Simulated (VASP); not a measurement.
# Si (Pmma) in VASP: single point with r2SCAN

Aim: the single point of Si with r2SCAN.

All numbers are computed with VASP 6.6.1; they aren't measurements. Logs are shortened: lines on timing, memory, paths and dates and some standing lists are left out, and cuts for length are marked.

## (1) The cell of the first run

Symmetry: Pmma, No. 51, orthorhombic system. Conventional cell: a = 4.554 Å, b = 2.494 Å, c = 2.629 Å, α = 90.00°, β = 90.00°, γ = 90.00°. Within 3.3 Å of Si (site symmetry mm2) lie 8 Si at 2.49 to 2.75 Å.

## (2) Single point, r2SCAN (atoms displaced along a vibrational mode)

The input, POSCAR:

```
Si
1.0
    0.0000000000      0.0000000000      2.4937990725
    2.6290009028      0.0000000000      0.0000000000
   -0.0000000001      4.5535631368      0.0000000000
Si
2
Direct
    0.0000000000      0.0427919214      0.0000000000
    0.0000000000      0.4572080786      0.5000000000
```

The input, INCAR.step1:

```
PREC = Accurate
ENCUT = 520
ISMEAR = 0
SIGMA = 0.15
LREAL = F
LASPH = T
NELM = 60
NBANDS = 11
GGA = PE
ALGO = Normal
EDIFF = 1E-4
LWAVE = T
LCHARG = F
```

The input, INCAR.step2:

```
PREC = Accurate
ENCUT = 520
EDIFF = 1E-6
ISMEAR = 0
SIGMA = 0.15
LREAL = F
LASPH = T
NELM = 60
ALGO = Normal
ISIF = 2
LWAVE = F
LCHARG = F
METAGGA = R2SCAN
LMIXTAU = T
NBANDS = 11
ISTART = 1
```

The input, KPOINTS:

```
regular mesh
0
Gamma
  24 22 14
```

Potentials or basis: VASP PAW PBE potentials, release 64 (Si).

Command:

```console
cat potpaw_PBE.64/Si/POTCAR > POTCAR
cp INCAR.step1 INCAR
mpirun -np 1 vasp_std > vasp.out
cp INCAR.step2 INCAR
mpirun -np 1 vasp_std > vasp.out
```

OUTCAR:

```text
PREC = Accurate
   ENCUT = 520
   EDIFF = 1E-6
   ISMEAR = 0
   LREAL = F
   LASPH = T
   NELM = 60
   ISIF = 2
   METAGGA = R2SCAN
   ISTART = 1

 ion  position               nearest neighbor table
   1  0.000  0.043  0.000-   2 2.52   2 2.52   2 2.75   2 2.75
   2  0.000  0.457  0.500-   1 2.52   1 2.52   1 2.75   1 2.75

  LATTYP: Found a simple orthorhombic cell.
 ALAT       =     2.4937990725
 B/A-ratio  =     1.0542152059
 C/A-ratio  =     1.8259542988

  Lattice vectors:

 A1 = (   0.0000000000,   0.0000000000,   2.4937990725)
 A2 = (   2.6290009028,   0.0000000000,   0.0000000000)
 A3 = (  -0.0000000001,   4.5535631368,   0.0000000000)

Analysis of symmetry for initial positions (statically):
=====================================================================
 Subroutine PRICEL returns:
 Original cell was already a primitive cell.

 Routine SETGRP: Setting up the symmetry group for a
 simple orthorhombic supercell.

 Subroutine GETGRP returns: Found  8 space group operations
 (whereof  4 operations were pure point group operations)
 out of a pool of  8 trial point group operations.

The static configuration has the point symmetry C_2v.
 The point group associated with its full space group is D_2h.

Analysis of symmetry for dynamics (positions and initial velocities):
=====================================================================
 Subroutine PRICEL returns:
 Original cell was already a primitive cell.

 Routine SETGRP: Setting up the symmetry group for a
 simple orthorhombic supercell.

 Subroutine GETGRP returns: Found  8 space group operations
 (whereof  4 operations were pure point group operations)
 out of a pool of  8 trial point group operations.

The dynamic configuration has the point symmetry C_2v.
 The point group associated with its full space group is D_2h.

 Subroutine INISYM returns: Found  8 space group operations
 (whereof  4 operations are pure point group operations),
 and found     1 'primitive' translations

----------------------------------------------------------------------------------------

                                     Primitive cell

  volume of cell :      29.8541

  direct lattice vectors                    reciprocal lattice vectors
     0.000000000  0.000000000  2.493799072     0.000000000  0.000000000  0.400994615
     2.629000903  0.000000000  0.000000000     0.380372635  0.000000000  0.000000000
    -0.000000000  4.553563137  0.000000000     0.000000000  0.219608243  0.000000000

  length of vectors
     2.493799072  2.629000903  4.553563137     0.400994615  0.380372635  0.219608243

  position of ions in fractional coordinates (direct lattice)
     0.000000000  0.042791921  0.000000000
     0.000000000  0.457208079  0.500000000

  ion indices of the primitive-cell ions
   primitive index   ion index
                 1           1
                 2           2

----------------------------------------------------------------------------------------

 KPOINTS: regular mesh

Automatic generation of k-mesh.
 Grid dimensions read from file:
 generate k-points for:   24   22   14

 Generating k-lattice:

  Cartesian coordinates                     Fractional coordinates (reciprocal lattice)
     0.000000000  0.000000000  0.016708109     0.041666667  0.000000000  0.000000000
     0.017289665  0.000000000  0.000000000     0.000000000  0.045454545  0.000000000
     0.000000000  0.015686303  0.000000000     0.000000000  0.000000000  0.071428571

  Length of vectors
     0.016708109  0.017289665  0.015686303

  Shift w.r.t. Gamma in fractional coordinates (k-lattice)
     0.000000000  0.000000000  0.000000000

 Subroutine IBZKPT returns following result:
 ===========================================

 Found   1248 irreducible k-points:

 Following reciprocal coordinates:
            Coordinates               Weight
  0.000000  0.000000  0.000000      1.000000
  0.041667  0.000000  0.000000      2.000000
  0.083333  0.000000  0.000000      2.000000
  0.125000  0.000000  0.000000      2.000000
  0.166667  0.000000  0.000000      2.000000
  0.208333  0.000000  0.000000      2.000000
[... 16 lines left out ...]
  0.375000  0.045455 -0.000000      4.000000
  0.416667  0.045455 -0.000000      4.000000
 [... further k-points ...]
   k-points           NKPTS =   1248   k-points in BZ     NKDIM =   1248   number of bands    NBANDS=     11
   number of dos      NEDOS =    301   number of ions     NIONS =      2
   total plane-waves  NPLWV =  14400
   dimension x,y,z NGX =    20 NGY =   20 NGZ =   36
   dimension x,y,z NGXF=    40 NGYF=   40 NGZF=   72
   ions per type =               2
   NGX,Y,Z   is equivalent  to a cutoff of  13.33, 12.65, 13.14 a.u.
   NGXF,Y,Z  is equivalent  to a cutoff of  26.67, 25.29, 26.29 a.u.
 SYSTEM =  unknown system
   PREC   = accura    normal or accurate (medium, high low for compatibility)
   ISTART =      1    job   : 0-new  1-cont  2-samecut
   ICHARG =      0    charge: 1-file 2-atom 10-const
   ISPIN  =      1    spin polarized calculation?
   LNONCOLLINEAR =      F non collinear calculations
   LSORBIT =      F    spin-orbit coupling
   LASPH  =      T    aspherical Exc in radial PAW
   ENCUT  =  520.0 eV  38.22 Ry    6.18 a.u.   4.64  4.89  8.47*2*pi/ulx,y,z
   NELM   =     60;   NELMIN=  2; NELMDL=  0     # of ELM steps
   EDIFF  = 0.1E-05   stopping-criterion for ELM
   LREAL  =      F    real-space projection
   EDIFFG = 0.1E-04   stopping-criterion for IOM
   NSW    =      0    number of steps for IOM
   IBRION =     -1    ionic relax: 0-MD 1-quasi-New 2-CG
   NFREE  =      0    steps in history (QN), initial steepest desc. (CG)
   ISIF   =      2    stress and relaxation
   ISYM   =      2    0-nonsym 1-usesym 2-fastsym
   POTIM  = 0.5000    time-step for ionic-motion
   TEBEG  =    0.0;   TEEND  =   0.0 temperature during run
   PSTRESS=    0.0 pullay stress
   NELECT =       8.0000    total number of electrons
   NUPDOWN=      -1.0000    fix difference up-down
   EMIN   =  10.00;   EMAX   =-10.00  energy-range for DOS
   EFERMI =   0.00;   METHOD = LEGACY
   ISMEAR =     0;   SIGMA  =   0.15  broadening in eV -4-tet -1-fermi 0-gaus
   EFERMI_NEDOS =   21; number of points for ismear=-14 and -15
   IALGO  =     38    algorithm
   IMIX   =      4    mixing-type and parameters
     AMIX     =   0.40;   BMIX     =  1.00
     AMIX_MAG =   1.60;   BMIX_MAG =  1.00
  volume/ion in A,a.u.               =      14.93       100.73
  Fermi-wavevector in a.u.,A,eV,Ry     =   1.055448  1.994508 15.156498  1.113971
  Thomas-Fermi vector in A             =   2.190647
   LORBIT       =      0    0 simple, 1 ext, 2 COOP (PROOUT), +10 PAW based schemes
   METAGGA = R2SCAN    functional components
   LHFCALC =     F    Hartree Fock is set to
   AEXX    =    0.0000 exact exchange contribution
   IVDW    =     0    specifies the selected vdW correction
   LEPSILON=     F    determine dielectric tensor
   LRPA    =     F    only Hartree local field effects (RPA)
 non-spin polarized calculation
 Gauss-broadening in eV      SIGMA  =   0.15
  energy-cutoff  :      520.00
  volume of cell :       29.85
 maximum number of plane-waves:       828
 NGX is ok and might be reduce to    20
   NGX =  9   NGY =  9   NGZ = 17

 number of electron       8.0000000 magnetization

 Free energy of the ion-electron system (eV)
  ---------------------------------------------------
  ext. energy  EPLUGINS =         0.00000000
  ---------------------------------------------------
  free energy    TOTEN  =       -16.63804535 eV

  energy without entropy =      -16.62942357  energy(sigma->0) =      -16.63373446

 E-fermi :   9.4932     XC(G=0): -11.5822

 val. band max:        9.4880271511   @ k =   0.0000   0.1364   0.4286
 cond. band min:       9.4948657945   @ k =   0.2500   0.2727   0.2143
 fundamental gap:      0.0068386434
 Fermi energy:         9.4931892539

 k-point     1 :       0.0000    0.0000    0.0000
  band No.  band energies     occupation
      1      -5.2871      2.00000
      2       1.5902      2.00000
      3       2.3570      2.00000
      4      15.0639      0.00000
      5      16.2844      0.00000
      6      17.2608      0.00000
      7      17.5265      0.00000
      8      20.5086      0.00000
      9      20.5658      0.00000
     10      22.4395      0.00000
     11      22.7629      0.00000

 k-point     2 :       0.0417    0.0000    0.0000
  band No.  band energies     occupation
      1      -5.2453      2.00000
      2       1.6320      2.00000
      3       2.3950      2.00000
      4      15.0889      0.00000
      5      15.7908      0.00000
      6      16.2626      0.00000
      7      18.9988      0.00000
      8      20.4576      0.00000
      9      20.5991      0.00000
     10      22.4730      0.00000
     11      22.5150      0.00000

 k-point     3 :       0.0833    0.0000    0.0000
  band No.  band energies     occupation
      1      -5.1198      2.00000
      2       1.7571      2.00000
      3       2.5086      2.00000
      4      14.1661      0.00000
      5      15.2262      0.00000
      6      16.1730      0.00000
      7      20.2469      0.00000
      8      20.5619      0.00000
      9      20.6988      0.00000
     10      22.0769      0.00000
     11      22.5715      0.00000

 k-point     4 :       0.1250    0.0000    0.0000
  band No.  band energies     occupation
      1      -4.9111      2.00000
      2       1.9653      2.00000
      3       2.6970      2.00000
      4      12.6052      0.00000
      5      15.3963      0.00000
      6      15.9378      0.00000
      7      19.8454      0.00000
      8      20.8648      0.00000
      9      21.2889      0.00000
     10      21.8757      0.00000
     11      22.0605      0.00000
[... 239 lines left out ...]
 k-point    22 :       0.3333    0.0455   -0.0000
  band No.  band energies     occupation
      1      -2.6204      2.00000
      2       4.2645      2.00000
      3       4.6884      2.00000
      4       5.5907      2.00000
      5      11.5162      0.00000
      6      14.1794      0.00000
      7      16.5772      0.00000
      8      20.7254      0.00000
      9      22.2145      0.00000
     10      22.8847      0.00000
     11      24.5949      0.00000

 k-point    23 :       0.3750    0.0455   -0.0000
  band No.  band energies     occupation
      1      -1.9584      2.00000
      2       4.3994      2.00000
      3       4.9486      2.00000
      4       5.2089      2.00000
      5      10.4459      0.00000
      6      13.0845      0.00000
      7      17.0571      0.00000
      8      21.2297      0.00000
      9      22.7080      0.00000
     10      23.3448      0.00000
     11      23.7952      0.00000

 k-point    24 :       0.4167    0.0455   -0.0000
  band No.  band energies     occupation
      1      -1.2606      2.00000
      2       3.3221      2.00000
      3       5.7022      2.00000
      4       5.7049      2.00000
      5       9.3977      1.63205
      6      12.1801      0.00000
      7      17.5485      0.00000
      8      21.7362      0.00000
      9      22.8452      0.00000
     10      23.1942      0.00000
     11      23.9178      0.00000

 [... further k-points ...]
[... 5 lines left out ...]
  --------------------------------------------------------------------------------------
  -------------------------------------------------------------------------------------
  Total        0.2400041      0.5601803     -0.3037479     -0.0000000      0.0000000      0.0000000
  in kB       12.8802888     30.0631774    -16.3012252     -0.0000000      0.0000000      0.0000000
  external PRESSURE =       8.8807470 kB  Pullay stress =       0.0000000 kB

 VOLUME and BASIS-vectors are now :
 -----------------------------------------------------------------------------
  energy-cutoff  :      520.00
  volume of cell :       29.85
      direct lattice vectors                 reciprocal lattice vectors
     0.000000000  0.000000000  2.493799072     0.000000000  0.000000000  0.400994615
     2.629000903  0.000000000  0.000000000     0.380372635  0.000000000  0.000000000
    -0.000000000  4.553563137  0.000000000     0.000000000  0.219608243  0.000000000

 POSITION                                       TOTAL-FORCE (eV/Angst)
 -----------------------------------------------------------------------------------
      0.11250      0.00000      0.00000        -0.144218      0.000000      0.000000
      1.20200      2.27678      0.00000         0.144218      0.000000      0.000000
 -----------------------------------------------------------------------------------
    total drift:                               -0.000000     -0.000000      0.000000

  FREE ENERGIE OF THE ION-ELECTRON SYSTEM (eV)
  ---------------------------------------------------
  free  energy   TOTEN  =       -16.6380453486 eV

  energy  without entropy=      -16.6294235726  energy(sigma->0) =      -16.63373446
```

It took 11 min on 1 thread of AMD EPYC 7R13 (Zen 3), shared host; peak memory 0.37 GiB.

Results:

- Free energy: -16.6380 eV
- Pressure: 0.9 GPa
- Largest force: 0.144 eV/Å
- Band gap on the k mesh: zero (bands 4 and 5 overlap by 8.26 eV)

Forces on the atoms (eV/Å):
```
Si  -0.144  0.000  0.000
Si   0.144  0.000  0.000
```

Caveat: the cell differs from its parent crystal (atoms displaced along a vibrational mode); the PAW data sets were made with another functional, which shifts forces and pressure a little.
